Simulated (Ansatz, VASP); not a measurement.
One calculation of GaP, two programs

```
CELL_PARAMETERS angstrom
0.00000 2.72525 2.72525
2.72525 0.00000 2.72525
2.72525 2.72525 0.00000
ATOMIC_POSITIONS crystal
Ga 0.00000 0.00000 0.00000
P 0.25000 0.25000 0.25000
```

Alike in both runs: task relaxation of cell and atoms; functional PBE; k mesh 8 × 8 × 8; occupations gaussian, width 0.02 eV; no spin polarisation.

```csv
,VASP,Ansatz
version,VASP 6.6.1,Ansatz 0.2.0
potentials or method,"VASP PAW PBE potentials, release 64 (Ga_d, P), cutoff 500 eV","scalar-relativistic, plane waves, PAW"
valence electrons in the cell,18,18
```

|  | VASP | Ansatz | Ansatz less VASP |
| --- | --- | --- | --- |
| gap on the k mesh at the Fermi level, each at its own relaxed structure (eV) | 1.58 | 1.58 | 0.000 |
| relaxed volume (Å³/atom) | 20.86 | 20.86 | +0.009 |
| relaxed cell length with the largest relative difference (Å) | 3.893 | 3.893 | +0.0006 |
